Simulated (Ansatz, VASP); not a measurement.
Two plane-wave programs on Sn2TeAs2

```
CELL_PARAMETERS angstrom
4.00204 0.00000 0.00000
0.00000 4.00204 0.00000
0.00000 0.00000 8.19425
ATOMIC_POSITIONS crystal
Sn 0.50000 0.50000 0.78707
Sn 0.50000 0.50000 0.21293
Te 0.00000 0.00000 0.00000
As 0.50000 0.00000 0.50000
As 0.00000 0.50000 0.50000
```

Change from the starting cell: species swapped into the BaAs2Pd2 type (P4/mmm, No. 123).

Alike in both runs: functional PBE; k mesh 4 × 4 × 4; occupations gaussian, width 0.1 eV; no spin polarisation.

Ansatz relaxed the structure, and its values are those at the end. VASP's run is a single point on that final structure, the one shown.

|  | VASP | Ansatz |
| --- | --- | --- |
| version | VASP 6.6.1 | Ansatz 0.2.0 |
| potentials or method | VASP PAW PBE potentials, release 64 (Sn_d, Te, As), cutoff 520 eV | scalar-relativistic, plane waves, PAW |
| valence electrons in the cell | 44 | 74 |

```csv
,VASP,Ansatz,Ansatz less VASP
gap on the k mesh at the Fermi level (eV),none,none,-
pressure (GPa),-0.2,-0.2,0.00
```

A gap of «none» marks a metal or a gap that the smearing closes. VASP's potentials hold 44 valence electrons a cell and Ansatz's 74, so a difference there can come from the potentials and not from the codes.

The k mesh is coarse, so the values compare programs but aren't converged. Neither program's run includes spin-orbit coupling.
